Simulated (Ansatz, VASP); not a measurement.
## InSe2: VASP beside Ansatz

The input INCAR:

```
PREC = Accurate
ENCUT = 520
EDIFF = 1E-6
ISMEAR = 0
SIGMA = 0.15
LREAL = F
LASPH = T
NELM = 100
ALGO = Normal
ISIF = 2
LWAVE = F
LCHARG = F
GGA = PS
NBANDS = 34
```

The input KPOINTS:

```
Automatic mesh
0
Gamma
  12 12 6
```

Contents of POSCAR:

```
InSe2
1.0
    3.8327851473      0.0000000000      0.0000000000
    0.0000000000      3.8327851473      0.0000000000
    0.0000000000      0.0000000000     10.0877542551
In Se
2 4
Direct
    0.0000000000      0.5000000000      0.7051148767
    0.5000000000      0.0000000000      0.2948851233
    0.0000000000      0.5000000000      0.3669879178
    0.5000000000      0.0000000000      0.6330120822
    0.0000000000      0.0000000000      0.0000000000
    0.5000000000      0.5000000000      0.0000000000
```

Input for Ansatz:

```yaml
crystal:
  lattice:
    - [3.8327851473, 0.0, 0.0]
    - [0.0, 3.8327851473, 0.0]
    - [0.0, 0.0, 10.0877542551]
  atoms:
    - { symbol: In, position: [0.0, 0.5, 0.7051148767] }
    - { symbol: In, position: [0.5, 0.0, 0.2948851233] }
    - { symbol: Se, position: [0.0, 0.5, 0.3669879178] }
    - { symbol: Se, position: [0.5, 0.0, 0.6330120822] }
    - { symbol: Se, position: [0.0, 0.0, 0.0] }
    - { symbol: Se, position: [0.5, 0.5, 0.0] }
basis:
  ecutwfc: 420
kpoints:
  mp_grid: { grid: [12, 12, 6] }
hamiltonian:
  xc: pbesol
scf:
  occupations: { method: gaussian, width: 0.15 }
output:
  forces: true
  stress: true
  eigenvalues: true
  write_density: true
  write_potential: true
  elf: true
  volumetric_format: npy
```

Change from the starting cell: strain +0.000 along x and y, +0.080 along z, atoms carried along.

Alike in both runs: task single point; functional PBEsol; k mesh 12 × 12 × 6; occupations gaussian, width 0.15 eV; no spin polarisation.

|  | VASP | Ansatz |
| --- | --- | --- |
| version | VASP 6.6.1 | Ansatz 0.2.0 |
| potentials or method | VASP PAW PBE potentials, release 64 (In_d, Se), cutoff 520 eV | scalar-relativistic, plane waves, PAW |
| valence electrons in the cell | 50 | 90 |

|  | VASP | Ansatz | Ansatz less VASP |
| --- | --- | --- | --- |
| gap on the k mesh at the Fermi level (eV) | none | none | - |
| pressure (GPa) | -2.1 | -2.2 | -0.06 |
| traceless stress, the component that is largest in VASP (GPa) | -1.36 | -1.31 | +0.052 |
| rms of the force components (eV/Å) | 0.047 | 0.048 | +0.0008 |

VASP's potentials were made for PBE, not for PBEsol. Atom by atom the forces differ by 0.001 eV/Å (rms over components). A gap of «none» marks a metal or a gap that the smearing closes. VASP's potentials hold 50 valence electrons a cell and Ansatz's 90, so a difference there can come from the potentials and not from the codes.
